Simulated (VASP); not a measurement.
The system is GaN.

```xyz
4
Lattice="3.3251 0.0000 0.0000 -1.6626 2.8796 0.0000 0.0000 0.0000 5.1836" Properties=species:S:1:pos:R:3 pbc="T T T"
Ga    0.0000    1.9198   -0.0190
Ga    1.6626    0.9599    2.5728
N     0.0000    1.9198    1.9629
N     1.6626    0.9599    4.5547
```

This cell differs from its parent crystal: biaxial xy strain +4.5%.

Base run:

```yaml
Program: VASP 6.6.1
Functional: r2SCAN
Potentials_or_basis: VASP PAW PBE potentials, release 64 (Ga_d, N)
Cutoff: 520 eV
k_mesh: 12 × 12 × 6
Occupations: gaussian, width 0.01 eV
Spin: no spin polarisation
```

Its results: band gap on the k mesh 1.67 eV, direct; pressure -13.4 GPa; largest force 0.017 eV/Å.

Problem. The run is repeated on the same cell with these changes: functional from r2SCAN to PBE; occupations from gaussian, width 0.01 eV to fermi-dirac, width 0.02 eV. What comes out?

Solution. Band gap on the k mesh 1.29 eV, direct; pressure -7.9 GPa; largest force 0.026 eV/Å.

Caveats: the PAW data sets were made with another functional, which shifts forces and pressure a little (some runs).

